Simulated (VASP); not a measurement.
A run of VASP 6.6.1 is set up as follows.

The input INCAR:

```
SYSTEM = AgBiTeSe
PREC     = Accurate       ! precision mode
ENCUT    = 520            ! plane-wave cutoff, eV
EDIFF    = 1E-7           ! SCF threshold, eV
ISMEAR   = -1             ! smearing method
SIGMA    = 0.1            ! smearing width, eV
LREAL    = .False.        ! projectors in reciprocal space
LASPH    = .True.         ! aspherical terms in the spheres
NELM     = 80             ! most SCF steps
ALGO     = Normal         ! electronic algorithm
ISIF     = 2              ! what is computed and relaxed
LWAVE    = .False.        ! write WAVECAR
LCHARG   = .False.        ! write CHGCAR
GGA      = PE             ! functional
NBANDS   = 27             ! bands
```

File KPOINTS:

```
regular mesh
0
Gamma
  6 6 4
  0 0 0
```

POSCAR

```
AgBiTeSe
1.0
    4.2710936558      0.0000000000      0.0000000000
    0.0000000000      4.2710936558      0.0000000000
    0.0000000000      0.0000000000      6.3954199762
Ag Bi Te Se
1 1 1 1
Direct
    0.0000000000      0.0000000000      0.0000000000
    0.5000000000      0.5000000000      0.5000000000
    0.5000000000      0.5000000000      0.0000000000
    0.0000000000      0.0000000000      0.5000000000
```

Potentials or basis: VASP PAW PBE potentials, release 64 (Ag, Bi_d, Te, Se).

Launch:

```sh
$ cat potpaw_PBE.64/Ag/POTCAR potpaw_PBE.64/Bi_d/POTCAR potpaw_PBE.64/Te/POTCAR potpaw_PBE.64/Se/POTCAR > POTCAR
$ mpirun -np 1 vasp_std > vasp.out
```

(1) What does it give for the pressure?

(2) Estimate the band gap on the k mesh.

Results:

(1) -2.4 GPa.

(2) zero (bands 19 and 20 overlap by 0.56 eV).

Caveat: spin-orbit coupling is left out, which moves the levels of the heavy elements.
